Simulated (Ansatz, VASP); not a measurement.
One calculation of CaO, two programs

```
Ca O
1.0
    -0.01657    2.60319    2.60319
     2.60319   -0.01657    2.60319
     2.60319    2.60319   -0.01657
Ca O
1 1
Direct
  0.99944 0.99944 0.99944
  0.25056 0.25056 0.25056
```

Change from the starting cell: epitaxial_111 strain +0.5%.

Alike in both runs: task single point; functional r2SCAN; k mesh 8 × 8 × 8; no spin polarisation.

|  | VASP | Ansatz |
| --- | --- | --- |
| version | VASP 6.6.1 | Ansatz 0.2.0 |
| potentials or method | VASP PAW PBE potentials, release 64 (Ca_sv, O) | plane waves, PAW |
| plane-wave cutoff (eV) | 520 | 500 |
| occupations | gaussian, width 0.01 eV | fixed |
| valence electrons in the cell | 16 | 16 |

|  | VASP | Ansatz | Ansatz less VASP |
| --- | --- | --- | --- |
| gap on the k mesh at the Fermi level (eV) | 3.71 | 3.73 | +0.025 |
| pressure (GPa) | 0.4 | -0.5 | -0.90 |
| traceless stress, the component that is largest in VASP (GPa) | 0.24 | 0.24 | -0.002 |

VASP's potentials were made for PBE, not for r2SCAN.
